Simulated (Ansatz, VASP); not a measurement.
# Sn: VASP beside Ansatz

```
Sn
1.0
    -1.77520    1.82559    2.21191
     1.77520   -1.82559    2.21191
     1.77520    1.82559   -2.21191
Sn
1
Direct
  0.00000 0.00000 0.00000
```

Alike in both runs: task single point; functional PBEsol; k mesh 22 × 22 × 22; occupations gaussian, width 0.15 eV; no spin polarisation.

```csv
,VASP,Ansatz
version,VASP 6.6.1,Ansatz 0.2.0
potentials or method,"VASP PAW PBE potentials, release 64 (Sn_d), cutoff 520 eV","scalar-relativistic, plane waves, PAW"
valence electrons in the cell,14,14
```

Ansatz gave:

* gap on the k mesh at the Fermi level (eV): none
* pressure (GPa): -3.8
* traceless stress, the component that is largest in VASP (GPa): -0.25

Problem. Estimate VASP's values.

Solution. gap on the k mesh at the Fermi level (eV): none; pressure (GPa): -3.7; traceless stress, the component that is largest in VASP (GPa): -0.25.

VASP's potentials were made for PBE, not for PBEsol. A gap of «none» marks a metal or a gap that the smearing closes.
